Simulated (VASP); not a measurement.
A run of VASP 6.6.1 is set up as follows.

The input INCAR:

```
SYSTEM = Ta
PREC = Accurate
ENCUT = 520
EDIFF = 1E-6
ISMEAR = 0
SIGMA = 0.025
LREAL = .FALSE.
LASPH = .TRUE.
NELM = 60
ALGO = Normal
ISIF = 2
LWAVE = .FALSE.
LCHARG = .FALSE.
GGA = PE
NBANDS = 12
```

The input KPOINTS:

```
regular mesh
0
G
  11 11 11
  0 0 0
```

Contents of POSCAR:

```
Ta
1.0
   -1.6512800000      1.6512800000      1.6512800000
    1.6512800000     -1.6512800000      1.6512800000
    1.6512800000      1.6512800000     -1.6512800000
Ta
1
Direct
    0.0000000000      0.0000000000      0.0000000000
```

Potentials or basis: VASP PAW PBE potentials, release 64 (Ta_pv).

Command:

```bash
$ cat potpaw_PBE.64/Ta_pv/POTCAR > POTCAR
$ mpirun -np 1 vasp_std > vasp.out
```

(1) Estimate the pressure.

Results:

(1) 2.2 GPa.
